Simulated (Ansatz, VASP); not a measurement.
**Mg: VASP beside Ansatz**

```
Mg
1.0
     0.00000    3.47701    3.47701
     3.47701    0.00000    3.47701
     3.47701    3.47701    0.00000
Mg
2
Direct
  0.12500 0.12500 0.12500
  0.87500 0.87500 0.87500
```

Alike in both runs: task single point; functional PBE; k mesh 9 × 9 × 9; occupations fermi-dirac, width 0.1 eV; no spin polarisation.

|  | VASP | Ansatz |
| --- | --- | --- |
| version | VASP 6.6.1 | Ansatz 0.2.0 |
| potentials or method | VASP PAW PBE potentials, release 64 (Mg), cutoff 520 eV | plane waves (420 eV) with PAW, scalar-relativistic |
| valence electrons in the cell | 4 | 20 |

```tsv
	VASP	Ansatz	Ansatz less VASP
pressure (GPa)	-0.4	-0.4	+0.02
```

The functional is the same, so the differences come from potentials, cutoffs and numerics. VASP's potentials hold 4 valence electrons a cell and Ansatz's 20, so a difference there can come from the potentials and not from the codes.
